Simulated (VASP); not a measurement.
# InSb (F-43m) in VASP: further runs, part 2 of 3

VASP 6.6.1. The steps go on from the part before.

### 3 Single point, PBEsol

This run uses another cell than the first one, of the same volume but with other edges.

INCAR

```
SYSTEM = InSb
PREC = Accurate
ENCUT = 520
EDIFF = 1E-7
ISMEAR = 0
SIGMA = 0.1
LREAL = .FALSE.
LASPH = .TRUE.
NELM = 100
ALGO = Normal
ISIF = 2
LWAVE = .FALSE.
LCHARG = .FALSE.
GGA = PS
NBANDS = 16
```

KPOINTS

```
Automatic mesh
0
G
  12 12 12
  0 0 0
```

POSCAR

```
InSb
1.0
    0.0000000000      3.2599290561      3.2599290561
    3.2599290561      0.0000000000      3.2599290561
    3.2599290561      3.2599290561      0.0000000000
In Sb
1 1
Direct
    0.0000000000      0.0000000000      0.0000000000
    0.2500000000      0.2500000000      0.2500000000
```

Potentials or basis: VASP PAW PBE potentials, release 64 (In_d, Sb).

Command:

```sh
cat potpaw_PBE.64/In_d/POTCAR potpaw_PBE.64/Sb/POTCAR > POTCAR
mpirun -np 1 vasp_std > vasp.out
```

OUTCAR:

```text
SYSTEM = InSb
   PREC = Accurate
   ENCUT = 520
   EDIFF = 1E-7
   ISMEAR = 0
   LREAL = .FALSE.
   LASPH = .TRUE.
   NELM = 100
   ISIF = 2
   GGA = PS

 ion  position               nearest neighbor table
   1  0.000  0.000  0.000-   2 2.82   2 2.82   2 2.82   2 2.82
   2  0.250  0.250  0.250-   1 2.82   1 2.82   1 2.82   1 2.82

  LATTYP: Found a face centered cubic cell.
 ALAT       =     6.5198581122

  Lattice vectors:

 A1 = (   0.0000000000,   3.2599290561,   3.2599290561)
 A2 = (   3.2599290561,   0.0000000000,   3.2599290561)
 A3 = (   3.2599290561,   3.2599290561,   0.0000000000)

Analysis of symmetry for initial positions (statically):
=====================================================================
 Subroutine PRICEL returns:
 Original cell was already a primitive cell.

 Routine SETGRP: Setting up the symmetry group for a
 face centered cubic supercell.

 Subroutine GETGRP returns: Found 24 space group operations
 (whereof 24 operations were pure point group operations)
 out of a pool of 48 trial point group operations.

[... 157 lines left out ...]
  ext. energy  EPLUGINS =         0.00000000
  ---------------------------------------------------
  free energy    TOTEN  =        -7.70077469 eV

  energy without entropy =       -7.70062742  energy(sigma->0) =       -7.70070105

 E-fermi :   4.8209     XC(G=0):  -8.7889

 val. band max:        4.7646675493   @ k =   0.0000   0.0000   0.0000
 cond. band min:       5.2040773984   @ k =   0.5000   0.0000   0.0000
 fundamental gap:      0.4394098490
 Fermi energy:         4.8208925002

 k-point     1 :       0.0000    0.0000    0.0000
  band No.  band energies     occupation
      1      -9.7358      2.00000
      2      -9.7358      2.00000
      3      -9.7358      2.00000
      4      -9.6544      2.00000
      5      -9.6544      2.00000
      6      -5.8658      2.00000
[... 433 lines left out ...]
      3      -9.7124      2.00000
      4      -9.6558      2.00000
      5      -9.6533      2.00000
      6      -4.3886      2.00000
[... 8 lines left out ...]
     15      12.9393      0.00000
     16      13.1986      0.00000

 [... further k-points ...]
[... 5 lines left out ...]
  --------------------------------------------------------------------------------------
  -------------------------------------------------------------------------------------
  Total       -0.0021415     -0.0021415     -0.0021415     -0.0000000      0.0000000     -0.0000000
  in kB       -0.0495187     -0.0495187     -0.0495187     -0.0000000      0.0000000     -0.0000000
  external PRESSURE =      -0.0495187 kB  Pullay stress =       0.0000000 kB

 VOLUME and BASIS-vectors are now :
 -----------------------------------------------------------------------------
  energy-cutoff  :      520.00
  volume of cell :       69.29
      direct lattice vectors                 reciprocal lattice vectors
     0.000000000  3.259929056  3.259929056    -0.153377571  0.153377571  0.153377571
     3.259929056  0.000000000  3.259929056     0.153377571 -0.153377571  0.153377571
     3.259929056  3.259929056  0.000000000     0.153377571  0.153377571 -0.153377571

 POSITION                                       TOTAL-FORCE (eV/Angst)
 -----------------------------------------------------------------------------------
      0.00000      0.00000      0.00000         0.000000     -0.000000     -0.000000
      1.62996      1.62996      1.62996        -0.000000      0.000000      0.000000
 -----------------------------------------------------------------------------------
    total drift:                               -0.000000     -0.000000     -0.000000

  FREE ENERGIE OF THE ION-ELECTRON SYSTEM (eV)
  ---------------------------------------------------
  free  energy   TOTEN  =        -7.7007746859 eV

  energy  without entropy=       -7.7006274156  energy(sigma->0) =       -7.70070105
```

OSZICAR:

```text
N       E                     dE             d eps       ncg     rms          rms(c)
DAV:   1     0.111721244753E+03    0.11172E+03   -0.79504E+03  2304   0.111E+03
DAV:   2    -0.627253619621E+00   -0.11235E+03   -0.10875E+03  2640   0.281E+02
DAV:   3    -0.763624119495E+01   -0.70090E+01   -0.69846E+01  2936   0.718E+01
DAV:   4    -0.783215087767E+01   -0.19591E+00   -0.19587E+00  2888   0.136E+01
DAV:   5    -0.784185452602E+01   -0.97036E-02   -0.97035E-02  3512   0.245E+00    0.393E+00
DAV:   6    -0.772334585049E+01    0.11851E+00   -0.17420E-01  3344   0.679E+00    0.223E+00
DAV:   7    -0.770112683646E+01    0.22219E-01   -0.65162E-02  3224   0.261E+00    0.598E-01
DAV:   8    -0.770036178450E+01    0.76505E-03   -0.74161E-03  3008   0.984E-01    0.250E-01
DAV:   9    -0.770077919172E+01   -0.41741E-03   -0.84531E-04  2776   0.250E-01    0.818E-02
DAV:  10    -0.770075427364E+01    0.24918E-04   -0.45809E-05  3080   0.466E-02    0.346E-02
DAV:  11    -0.770077410950E+01   -0.19836E-04   -0.34822E-05  2672   0.483E-02    0.224E-02
DAV:  12    -0.770077472798E+01   -0.61848E-06   -0.12347E-06  2976   0.802E-03    0.611E-03
DAV:  13    -0.770077468588E+01    0.42098E-07   -0.58867E-07  2776   0.591E-03
   1 F= -.77007747E+01 E0= -.77007011E+01  d E =-.147270E-03
```

stdout:

```text
POSCAR found type information on POSCAR InSb
 POSCAR found :  2 types and       2 ions
 scaLAPACK will be used
 -----------------------------------------------------------------------------
|                                                                             |
|                                                                             |
|     You enforced a specific xc type in the INCAR file but a different       |
|     I HOPE YOU KNOW WHAT YOU ARE DOING!                                     |
|                                                                             |
 -----------------------------------------------------------------------------

 LDA part: xc-table for (Slater+PW92), standard interpolation
 POSCAR, INCAR and KPOINTS ok, starting setup
 FFT: planning ... GRIDC
 FFT: planning ... GRID_SOFT
 FFT: planning ... GRID
 WAVECAR not read
 entering main loop
```

Wall time 60 s (1 thread of Intel Xeon Platinum 8488C (Sapphire Rapids), shared host); peak memory 0.25 GiB.

What came out:

```yaml
Free_energy: -7.7008 eV
Pressure: 0.0 GPa
Band_gap_on_the_k_mesh: zero (filled and empty bands touch)
```

Caveat: the PAW data sets were made with another functional, which shifts forces and pressure a little; spin-orbit coupling is left out, which moves the levels of the heavy elements.

### 4 Single point, PBEsol

This run uses another cell than the first one, of the same volume but with other edges.

INCAR

```
SYSTEM = InSb
PREC     = Accurate       ! precision mode
ENCUT    = 520            ! plane-wave cutoff, eV
EDIFF    = 1E-6           ! SCF threshold, eV
ISMEAR   = 0              ! smearing method
SIGMA    = 0.1            ! smearing width, eV
LREAL    = .FALSE.        ! projectors in reciprocal space
LASPH    = .TRUE.         ! aspherical terms in the spheres
NELM     = 60             ! most SCF steps
ALGO     = Normal         ! electronic algorithm
ISIF     = 2              ! what is computed and relaxed
LWAVE    = .FALSE.        ! write WAVECAR
LCHARG   = .TRUE.         ! write CHGCAR
GGA      = PS             ! functional
LELF     = .TRUE.         ! ELF
LVHAR    = .TRUE.       
NBANDS   = 16             ! bands
```

KPOINTS

```
Automatic mesh
0
G
  4 4 4
  0 0 0
```

POSCAR

```
InSb
1.0
    0.0000000000      3.2599290552      3.2599290552
    3.2599290552      0.0000000000      3.2599290552
    3.2599290552      3.2599290552      0.0000000000
In Sb
1 1
Direct
    0.0000000000      0.0000000000      0.0000000000
    0.2500000000      0.2500000000      0.2500000000
```

Potentials or basis: VASP PAW PBE potentials, release 64 (In_d, Sb).

Command:

```sh
cat potpaw_PBE.64/In_d/POTCAR potpaw_PBE.64/Sb/POTCAR > POTCAR
mpirun -np 1 vasp_std > vasp.out
```

OUTCAR:

```text
SYSTEM = InSb
   PREC = Accurate
   ENCUT = 520
   EDIFF = 1E-6
   ISMEAR = 0
   LREAL = .FALSE.
   LASPH = .TRUE.
   NELM = 60
   ISIF = 2
   GGA = PS

 ion  position               nearest neighbor table
   1  0.000  0.000  0.000-   2 2.82   2 2.82   2 2.82   2 2.82
   2  0.250  0.250  0.250-   1 2.82   1 2.82   1 2.82   1 2.82

  LATTYP: Found a face centered cubic cell.
 ALAT       =     6.5198581104

  Lattice vectors:

 A1 = (   0.0000000000,   3.2599290552,   3.2599290552)
 A2 = (   3.2599290552,   0.0000000000,   3.2599290552)
 A3 = (   3.2599290552,   3.2599290552,   0.0000000000)

Analysis of symmetry for initial positions (statically):
=====================================================================
 Subroutine PRICEL returns:
 Original cell was already a primitive cell.

 Routine SETGRP: Setting up the symmetry group for a
 face centered cubic supercell.

 Subroutine GETGRP returns: Found 24 space group operations
 (whereof 24 operations were pure point group operations)
 out of a pool of 48 trial point group operations.

The static configuration has the point symmetry T_d .

Analysis of symmetry for dynamics (positions and initial velocities):
=====================================================================
 Subroutine PRICEL returns:
 Original cell was already a primitive cell.

 Routine SETGRP: Setting up the symmetry group for a
 face centered cubic supercell.

 Subroutine GETGRP returns: Found 24 space group operations
 (whereof 24 operations were pure point group operations)
 out of a pool of 48 trial point group operations.

The dynamic configuration has the point symmetry T_d .

 Subroutine INISYM returns: Found 24 space group operations
 (whereof 24 operations are pure point group operations),
 and found     1 'primitive' translations

[... 92 lines left out ...]
   ISMEAR =     0;   SIGMA  =   0.10  broadening in eV -4-tet -1-fermi 0-gaus
   EFERMI_NEDOS =   21; number of points for ismear=-14 and -15
   IALGO  =     38    algorithm
   IMIX   =      4    mixing-type and parameters
     AMIX     =   0.40;   BMIX     =  1.00
     AMIX_MAG =   1.60;   BMIX_MAG =  1.00
  volume/ion in A,a.u.               =      34.64       233.79
  Fermi-wavevector in a.u.,A,eV,Ry     =   1.044594  1.973996 14.846359  1.091177
  Thomas-Fermi vector in A             =   2.179353
   LORBIT       =      0    0 simple, 1 ext, 2 COOP (PROOUT), +10 PAW based schemes
   GGA     = PS    functional components
   LHFCALC =     F    Hartree Fock is set to
   AEXX    =    0.0000 exact exchange contribution
   IVDW    =     0    specifies the selected vdW correction
   LEPSILON=     F    determine dielectric tensor
   LRPA    =     F    only Hartree local field effects (RPA)
 non-spin polarized calculation
 Gauss-broadening in eV      SIGMA  =   0.10
  energy-cutoff  :      520.00
  volume of cell :       69.29
 maximum number of plane-waves:      1892
 NGX is ok and might be reduce to    36

 number of electron      17.9999994 magnetization

 Free energy of the ion-electron system (eV)
  ---------------------------------------------------
  ext. energy  EPLUGINS =         0.00000000
  ---------------------------------------------------
  free energy    TOTEN  =        -7.54986921 eV

  energy without entropy =       -7.54745886  energy(sigma->0) =       -7.54866404

 E-fermi :   4.8345     XC(G=0):  -8.7665

 val. band max:        4.8040759813   @ k =   0.0000   0.0000   0.0000
 cond. band min:       5.2289899470   @ k =   0.5000   0.0000   0.0000
 fundamental gap:      0.4249139657
 Fermi energy:         4.8345329494

 k-point     1 :       0.0000    0.0000    0.0000
  band No.  band energies     occupation
      1      -9.7263      2.00000
      2      -9.7263      2.00000
      3      -9.7263      2.00000
      4      -9.6465      2.00000
      5      -9.6465      2.00000
      6      -5.8265      2.00000
[... 129 lines left out ...]
      3      -9.6872      2.00000
      4      -9.6554      2.00000
      5      -9.6442      2.00000
      6      -3.8643      2.00000
[... 8 lines left out ...]
     15      14.4683      0.00000
     16      15.1267      0.00000

------------------------ aborting loop because EDIFF is reached ----------------------------------------

  FORCE on cell =-STRESS in cart. coord.  units (eV):
  Direction    XX          YY          ZZ          XY          YZ          ZX
  --------------------------------------------------------------------------------------
  -------------------------------------------------------------------------------------
  Total        0.2172687      0.2172687      0.2172687     -0.0000000      0.0000000     -0.0000000
  in kB        5.0240427      5.0240427      5.0240427     -0.0000000      0.0000000     -0.0000000
  external PRESSURE =       5.0240427 kB  Pullay stress =       0.0000000 kB

 VOLUME and BASIS-vectors are now :
 -----------------------------------------------------------------------------
  energy-cutoff  :      520.00
  volume of cell :       69.29
      direct lattice vectors                 reciprocal lattice vectors
     0.000000000  3.259929055  3.259929055    -0.153377571  0.153377571  0.153377571
     3.259929055  0.000000000  3.259929055     0.153377571 -0.153377571  0.153377571
     3.259929055  3.259929055  0.000000000     0.153377571  0.153377571 -0.153377571

 POSITION                                       TOTAL-FORCE (eV/Angst)
 -----------------------------------------------------------------------------------
      0.00000      0.00000      0.00000         0.000000      0.000000      0.000000
      1.62996      1.62996      1.62996        -0.000000     -0.000000     -0.000000
 -----------------------------------------------------------------------------------
    total drift:                               -0.000000     -0.000000     -0.000000

  FREE ENERGIE OF THE ION-ELECTRON SYSTEM (eV)
  ---------------------------------------------------
  free  energy   TOTEN  =        -7.5498692110 eV

  energy  without entropy=       -7.5474588616  energy(sigma->0) =       -7.54866404
```

OSZICAR:

```text
N       E                     dE             d eps       ncg     rms          rms(c)
DAV:   1     0.114805480048E+03    0.11481E+03   -0.77876E+03   256   0.108E+03
DAV:   2    -0.219943240895E+00   -0.11503E+03   -0.11091E+03   280   0.282E+02
DAV:   3    -0.749435470794E+01   -0.72744E+01   -0.72491E+01   320   0.723E+01
DAV:   4    -0.769743919030E+01   -0.20308E+00   -0.20302E+00   320   0.140E+01
DAV:   5    -0.770715940660E+01   -0.97202E-02   -0.97201E-02   376   0.249E+00    0.397E+00
DAV:   6    -0.757472150280E+01    0.13244E+00   -0.19082E-01   400   0.696E+00    0.228E+00
DAV:   7    -0.754968558857E+01    0.25036E-01   -0.74082E-02   368   0.266E+00    0.619E-01
DAV:   8    -0.754925480938E+01    0.43078E-03   -0.85319E-03   336   0.102E+00    0.274E-01
DAV:   9    -0.754987437605E+01   -0.61957E-03   -0.10803E-03   288   0.267E-01    0.877E-02
DAV:  10    -0.754984242916E+01    0.31947E-04   -0.54193E-05   376   0.485E-02    0.396E-02
DAV:  11    -0.754986869093E+01   -0.26262E-04   -0.40963E-05   272   0.469E-02    0.214E-02
DAV:  12    -0.754986921104E+01   -0.52011E-06   -0.11328E-06   296   0.738E-03
   1 F= -.75498692E+01 E0= -.75486640E+01  d E =-.241035E-02
```

stdout:

```text
POSCAR found type information on POSCAR InSb
 POSCAR found :  2 types and       2 ions
 scaLAPACK will be used
 -----------------------------------------------------------------------------
|                                                                             |
|                                                                             |
|     You enforced a specific xc type in the INCAR file but a different       |
|     I HOPE YOU KNOW WHAT YOU ARE DOING!                                     |
|                                                                             |
 -----------------------------------------------------------------------------

 LDA part: xc-table for (Slater+PW92), standard interpolation
 POSCAR, INCAR and KPOINTS ok, starting setup
 FFT: planning ... GRIDC
 FFT: planning ... GRID_SOFT
 FFT: planning ... GRID
 WAVECAR not read
 entering main loop
```

Wall time 28 s (1 thread of AMD EPYC 7R13, shared host); peak memory 0.17 GiB.

Results:

```yaml
Free_energy: -7.5499 eV
Pressure: 0.5 GPa
Band_gap_on_the_k_mesh: zero (filled and empty bands touch)
```

Caveat: the k points lie up to 0.42 Å⁻¹ apart; the PAW data sets were made with another functional, which shifts forces and pressure a little; spin-orbit coupling is left out, which moves the levels of the heavy elements.

### 5 Single point, PBEsol

This run uses another cell than the first one, of the same volume but with other edges.

INCAR

```
SYSTEM = InSb
PREC = Accurate
ENCUT = 520
EDIFF = 1E-7
ISMEAR = 0
SIGMA = 0.1
LREAL = .FALSE.
LASPH = .TRUE.
NELM = 100
ALGO = Normal
ISIF = 2
LWAVE = .FALSE.
LCHARG = .FALSE.
GGA = PS
NBANDS = 16
```

KPOINTS

```
Automatic mesh
0
G
  12 12 12
  0 0 0
```

POSCAR is that of step 4.

Command:

```sh
cat potpaw_PBE.64/In_d/POTCAR potpaw_PBE.64/Sb/POTCAR > POTCAR
mpirun -np 1 vasp_std > vasp.out
```

Wall time 2.4 min (1 thread of AMD EPYC 7R13, shared host); peak memory 0.22 GiB.

Results (log left out):

- Free energy: -7.7008 eV
- Pressure: 0.0 GPa
- Band gap on the k mesh: zero (filled and empty bands touch)

Levels at points of the mesh, in eV from the Fermi level:
| k point | band 7 | band 8 | band 9 | band 10 | band 11 | band 12 |
| --- | --- | --- | --- | --- | --- | --- |
| (0.00, 0.00, 0.00) | -0.42 | -0.06 | -0.06 | -0.06 | 2.88 | 2.88 |
| (0.50, 0.00, 0.00) | -5.63 | -1.04 | -1.04 | 0.38 | 3.72 | 3.72 |
| (0.50, 0.50, 0.00) | -5.92 | -2.27 | -2.27 | 1.22 | 1.23 | 7.96 |

Caveat: the PAW data sets were made with another functional, which shifts forces and pressure a little; spin-orbit coupling is left out, which moves the levels of the heavy elements.

[end of part 2 of 3]
